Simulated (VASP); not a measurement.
A run of VASP 6.6.1 is set up as follows.

INCAR

```
SYSTEM = Fe
  ALGO = Normal
  EDIFF = 1E-6
  ENCUT = 600
  GGA = PE
  GGA_COMPAT = .False.
  ISIF = 2
  ISMEAR = 0
  ISPIN = 2
  LASPH = .True.
  LCHARG = .False.
  LMAXMIX = 4
  LORBIT = 11
  LREAL = .False.
  LWAVE = .False.
  MAGMOM = 3.56
  NBANDS = 14
  NELM = 200
  NUPDOWN = 3.56
  PREC = Accurate
  SIGMA = 0.1
```

Contents of KPOINTS:

```
k-points
0
Gamma
  14 14 14
  0 0 0
```

Contents of POSCAR:

```
Fe
1.0
   -1.4345000000      1.4345000000      1.4345000000
    1.4345000000     -1.4345000000      1.4345000000
    1.4345000000      1.4345000000     -1.4345000000
Fe
1
Direct
    0.0000000000      0.0000000000      0.0000000000
```

Potentials or basis: VASP PAW PBE potentials, release 64 (Fe).

Command:

```sh
$ cat potpaw_PBE.64/Fe/POTCAR > POTCAR
$ mpirun -np 1 vasp_std > vasp.out
```

**Question.** Predict the pressure.

**Answer.** 33.6 GPa.

Caveat: the total moment is fixed, so each spin has its own Fermi level.
